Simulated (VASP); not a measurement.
# HgTe (F-43m) in VASP: further runs, part 2 of 2

VASP 6.6.1.

## 3. Single point, PBEsol

INCAR reads:

```
SYSTEM = HgTe
PREC = Accurate ; ENCUT = 520
EDIFF = 1E-7 ; ISMEAR = 0
SIGMA = 0.1 ; LREAL = .FALSE.
LASPH = .TRUE. ; NELM = 80
ALGO = Normal ; ISIF = 2
LWAVE = .FALSE. ; LCHARG = .FALSE.
GGA = PS ; NBANDS = 16
```

KPOINTS reads:

```
Automatic mesh
0
G
  12 12 12
  0 0 0
```

POSCAR reads:

```
HgTe
1.0
    0.0000000000      3.2556397002      3.2556397002
    3.2556397002      0.0000000000      3.2556397002
    3.2556397002      3.2556397002      0.0000000000
Hg Te
1 1
Direct
    0.0000000000      0.0000000000      0.0000000000
    0.2500000000      0.2500000000      0.2500000000
```

Potentials or basis: VASP PAW PBE potentials, release 64 (Hg, Te).

Started as:

```sh
$ cat potpaw_PBE.64/Hg/POTCAR potpaw_PBE.64/Te/POTCAR > POTCAR
$ mpirun -np 1 vasp_std > vasp.out
```

OUTCAR:

```text
SYSTEM = HgTe
   PREC = Accurate
   ENCUT = 520
   EDIFF = 1E-7
   ISMEAR = 0
   LREAL = .FALSE.
   LASPH = .TRUE.
   NELM = 80
   ISIF = 2
   GGA = PS

 ion  position               nearest neighbor table
   1  0.000  0.000  0.000-   2 2.82   2 2.82   2 2.82   2 2.82
   2  0.250  0.250  0.250-   1 2.82   1 2.82   1 2.82   1 2.82

  LATTYP: Found a face centered cubic cell.
 ALAT       =     6.5112794004

  Lattice vectors:

 A1 = (   0.0000000000,   3.2556397002,   3.2556397002)
 A2 = (   3.2556397002,   0.0000000000,   3.2556397002)
 A3 = (   3.2556397002,   3.2556397002,   0.0000000000)

Analysis of symmetry for initial positions (statically):
=====================================================================
 Subroutine PRICEL returns:
 Original cell was already a primitive cell.

 Routine SETGRP: Setting up the symmetry group for a
 face centered cubic supercell.

 Subroutine GETGRP returns: Found 24 space group operations
 (whereof 24 operations were pure point group operations)
 out of a pool of 48 trial point group operations.

The static configuration has the point symmetry T_d .

Analysis of symmetry for dynamics (positions and initial velocities):
=====================================================================
 Subroutine PRICEL returns:
 Original cell was already a primitive cell.

 Routine SETGRP: Setting up the symmetry group for a
 face centered cubic supercell.

 Subroutine GETGRP returns: Found 24 space group operations
 (whereof 24 operations were pure point group operations)
 out of a pool of 48 trial point group operations.

The dynamic configuration has the point symmetry T_d .

 Subroutine INISYM returns: Found 24 space group operations
 (whereof 24 operations are pure point group operations),
 and found     1 'primitive' translations

----------------------------------------------------------------------------------------

                                     Primitive cell

  volume of cell :      69.0143

  direct lattice vectors                    reciprocal lattice vectors
     0.000000000  3.255639700  3.255639700    -0.153579648  0.153579648  0.153579648
     3.255639700  0.000000000  3.255639700     0.153579648 -0.153579648  0.153579648
     3.255639700  3.255639700  0.000000000     0.153579648  0.153579648 -0.153579648

  length of vectors
     4.604169818  4.604169818  4.604169818     0.266007754  0.266007754  0.266007754

  position of ions in fractional coordinates (direct lattice)
     0.000000000  0.000000000  0.000000000
     0.250000000  0.250000000  0.250000000

  ion indices of the primitive-cell ions
   primitive index   ion index
                 1           1
                 2           2

----------------------------------------------------------------------------------------

 KPOINTS: Automatic mesh

Automatic generation of k-mesh.
 Grid dimensions read from file:
 generate k-points for:   12   12   12

 Generating k-lattice:

  Cartesian coordinates                     Fractional coordinates (reciprocal lattice)
    -0.012798304  0.012798304  0.012798304     0.083333333  0.000000000  0.000000000
     0.012798304 -0.012798304  0.012798304     0.000000000  0.083333333  0.000000000
     0.012798304  0.012798304 -0.012798304     0.000000000  0.000000000  0.083333333

  Length of vectors
     0.022167313  0.022167313  0.022167313

  Shift w.r.t. Gamma in fractional coordinates (k-lattice)
     0.000000000  0.000000000  0.000000000

 Subroutine IBZKPT returns following result:
 ===========================================

 Found     72 irreducible k-points:

 Following reciprocal coordinates:
            Coordinates               Weight
  0.000000  0.000000  0.000000      1.000000
  0.083333  0.000000  0.000000      8.000000
  0.166667  0.000000  0.000000      8.000000
  0.250000  0.000000  0.000000      8.000000
  0.333333  0.000000  0.000000      8.000000
  0.416667  0.000000  0.000000      8.000000
[... 16 lines left out ...]
  0.500000  0.166667  0.000000     24.000000
 -0.416667  0.166667  0.000000     24.000000
 [... further k-points ...]
   k-points           NKPTS =     72   k-points in BZ     NKDIM =     72   number of bands    NBANDS=     16
   number of dos      NEDOS =    301   number of ions     NIONS =      2
   total plane-waves  NPLWV =  46656
   dimension x,y,z NGX =    36 NGY =   36 NGZ =   36
   dimension x,y,z NGXF=    72 NGYF=   72 NGZF=   72
   ions per type =               1   1
   NGX,Y,Z   is equivalent  to a cutoff of  13.00, 13.00, 13.00 a.u.
   NGXF,Y,Z  is equivalent  to a cutoff of  26.00, 26.00, 26.00 a.u.
 SYSTEM =  HgTe
   PREC   = accura    normal or accurate (medium, high low for compatibility)
   ISTART =      0    job   : 0-new  1-cont  2-samecut
   ICHARG =      2    charge: 1-file 2-atom 10-const
   ISPIN  =      1    spin polarized calculation?
   LNONCOLLINEAR =      F non collinear calculations
   LSORBIT =      F    spin-orbit coupling
   LASPH  =      T    aspherical Exc in radial PAW
   ENCUT  =  520.0 eV  38.22 Ry    6.18 a.u.   8.56  8.56  8.56*2*pi/ulx,y,z
   NELM   =     80;   NELMIN=  2; NELMDL= -5     # of ELM steps
   EDIFF  = 0.1E-06   stopping-criterion for ELM
   LREAL  =      F    real-space projection
   EDIFFG = 0.1E-05   stopping-criterion for IOM
   NSW    =      0    number of steps for IOM
   IBRION =     -1    ionic relax: 0-MD 1-quasi-New 2-CG
   NFREE  =      0    steps in history (QN), initial steepest desc. (CG)
   ISIF   =      2    stress and relaxation
   ISYM   =      2    0-nonsym 1-usesym 2-fastsym
   POTIM  = 0.5000    time-step for ionic-motion
   TEBEG  =    0.0;   TEEND  =   0.0 temperature during run
   PSTRESS=    0.0 pullay stress
   NELECT =      18.0000    total number of electrons
   NUPDOWN=      -1.0000    fix difference up-down
   EMIN   =  10.00;   EMAX   =-10.00  energy-range for DOS
   EFERMI =   0.00;   METHOD = LEGACY
   ISMEAR =     0;   SIGMA  =   0.10  broadening in eV -4-tet -1-fermi 0-gaus
   EFERMI_NEDOS =   21; number of points for ismear=-14 and -15
   IALGO  =     38    algorithm
   IMIX   =      4    mixing-type and parameters
     AMIX     =   0.40;   BMIX     =  1.00
     AMIX_MAG =   1.60;   BMIX_MAG =  1.00
  volume/ion in A,a.u.               =      34.51       232.87
  Fermi-wavevector in a.u.,A,eV,Ry     =   1.045970  1.976597 14.885505  1.094054
  Thomas-Fermi vector in A             =   2.180789
   LORBIT       =      0    0 simple, 1 ext, 2 COOP (PROOUT), +10 PAW based schemes
   GGA     = PS    functional components
   LHFCALC =     F    Hartree Fock is set to
   AEXX    =    0.0000 exact exchange contribution
   IVDW    =     0    specifies the selected vdW correction
   LEPSILON=     F    determine dielectric tensor
   LRPA    =     F    only Hartree local field effects (RPA)
 non-spin polarized calculation
 Gauss-broadening in eV      SIGMA  =   0.10
  energy-cutoff  :      520.00
  volume of cell :       69.01
 maximum number of plane-waves:      1880
 NGX is ok and might be reduce to    36
   NGX = 17   NGY = 17   NGZ = 17

 number of electron      18.0000002 magnetization

 Free energy of the ion-electron system (eV)
  ---------------------------------------------------
  ext. energy  EPLUGINS =         0.00000000
  ---------------------------------------------------
  free energy    TOTEN  =        -4.37736272 eV

  energy without entropy =       -4.37720637  energy(sigma->0) =       -4.37728454

 E-fermi :   2.7870     XC(G=0):  -8.8379

 val. band max:        2.7229869234   @ k =   0.0000   0.0000   0.0000
 cond. band min:       3.1121444152   @ k =   0.0833   0.0000   0.0000
 fundamental gap:      0.3891574918
 Fermi energy:         2.7869699790

 k-point     1 :       0.0000    0.0000    0.0000
  band No.  band energies     occupation
      1      -9.1453      2.00000
      2      -4.4957      2.00000
      3      -4.4957      2.00000
      4      -4.4957      2.00000
      5      -3.9860      2.00000
      6      -3.9860      2.00000
[... 8 lines left out ...]
     15      12.2290      0.00000
     16      12.2290      0.00000
[... 419 lines left out ...]
 k-point    24 :      -0.4167    0.1667    0.0000
  band No.  band energies     occupation
      1      -8.5389      2.00000
      2      -4.3553      2.00000
      3      -4.3327      2.00000
      4      -4.0025      2.00000
      5      -3.9756      2.00000
      6      -3.6809      2.00000
[... 8 lines left out ...]
     15      11.9938      0.00000
     16      12.1783      0.00000

 [... further k-points ...]

------------------------ aborting loop because EDIFF is reached ----------------------------------------

  FORCE on cell =-STRESS in cart. coord.  units (eV):
  Direction    XX          YY          ZZ          XY          YZ          ZX
  --------------------------------------------------------------------------------------
  -------------------------------------------------------------------------------------
  Total        0.0286898      0.0286898      0.0286898     -0.0000000     -0.0000000      0.0000000
  in kB        0.6660377      0.6660377      0.6660377     -0.0000000     -0.0000000      0.0000000
  external PRESSURE =       0.6660377 kB  Pullay stress =       0.0000000 kB

 VOLUME and BASIS-vectors are now :
 -----------------------------------------------------------------------------
  energy-cutoff  :      520.00
  volume of cell :       69.01
      direct lattice vectors                 reciprocal lattice vectors
     0.000000000  3.255639700  3.255639700    -0.153579648  0.153579648  0.153579648
     3.255639700  0.000000000  3.255639700     0.153579648 -0.153579648  0.153579648
     3.255639700  3.255639700  0.000000000     0.153579648  0.153579648 -0.153579648

 POSITION                                       TOTAL-FORCE (eV/Angst)
 -----------------------------------------------------------------------------------
      0.00000      0.00000      0.00000         0.000000      0.000000      0.000000
      1.62782      1.62782      1.62782        -0.000000     -0.000000     -0.000000
 -----------------------------------------------------------------------------------
    total drift:                               -0.000000     -0.000000     -0.000000

  FREE ENERGIE OF THE ION-ELECTRON SYSTEM (eV)
  ---------------------------------------------------
  free  energy   TOTEN  =        -4.3773627160 eV

  energy  without entropy=       -4.3772063656  energy(sigma->0) =       -4.37728454
```

OSZICAR:

```text
N       E                     dE             d eps       ncg     rms          rms(c)
DAV:   1     0.103803162489E+03    0.10380E+03   -0.79332E+03  2312   0.970E+02
DAV:   2    -0.802907320870E+00   -0.10461E+03   -0.97077E+02  2640   0.225E+02
DAV:   3    -0.457367088224E+01   -0.37708E+01   -0.37600E+01  2864   0.443E+01
DAV:   4    -0.460900510135E+01   -0.35334E-01   -0.35332E-01  3296   0.387E+00
DAV:   5    -0.460914979573E+01   -0.14469E-03   -0.14469E-03  3048   0.208E-01    0.730E+00
DAV:   6    -0.438954838231E+01    0.21960E+00   -0.43451E-01  2648   0.897E+00    0.588E+00
DAV:   7    -0.437951689183E+01    0.10031E-01   -0.95907E-02  2688   0.211E+00    0.222E+00
DAV:   8    -0.437758900191E+01    0.19279E-02   -0.97555E-03  2624   0.113E+00    0.551E-01
DAV:   9    -0.437734812781E+01    0.24087E-03   -0.69130E-04  2992   0.300E-01    0.107E-01
DAV:  10    -0.437735705729E+01   -0.89295E-05   -0.77097E-05  2864   0.802E-02    0.484E-02
DAV:  11    -0.437736361797E+01   -0.65607E-05   -0.17424E-05  2872   0.316E-02    0.233E-02
DAV:  12    -0.437736272149E+01    0.89648E-06   -0.27174E-06  2552   0.126E-02    0.133E-02
DAV:  13    -0.437736271599E+01    0.55027E-08   -0.23685E-07  2960   0.301E-03
   1 F= -.43773627E+01 E0= -.43772845E+01  d E =-.156350E-03
```

stdout:

```text
POSCAR found type information on POSCAR HgTe
 POSCAR found :  2 types and       2 ions
 scaLAPACK will be used
 -----------------------------------------------------------------------------
|                                                                             |
|                                                                             |
|     You enforced a specific xc type in the INCAR file but a different       |
|     I HOPE YOU KNOW WHAT YOU ARE DOING!                                     |
|                                                                             |
 -----------------------------------------------------------------------------

 LDA part: xc-table for (Slater+PW92), standard interpolation
 POSCAR, INCAR and KPOINTS ok, starting setup
 FFT: planning ... GRIDC
 FFT: planning ... GRID_SOFT
 FFT: planning ... GRID
 WAVECAR not read
 entering main loop
```

It took 53 s on 1 thread of Intel Xeon Platinum 8488C (Sapphire Rapids), shared host; peak memory 0.24 GiB.

What came out:

```yaml
Free_energy: -4.3774 eV
Pressure: 0.1 GPa
Band_gap_on_the_k_mesh: zero (filled and empty bands touch)
```

Caveat: the PAW data sets were made with another functional, which shifts forces and pressure a little; spin-orbit coupling is left out, which moves the levels of the heavy elements.
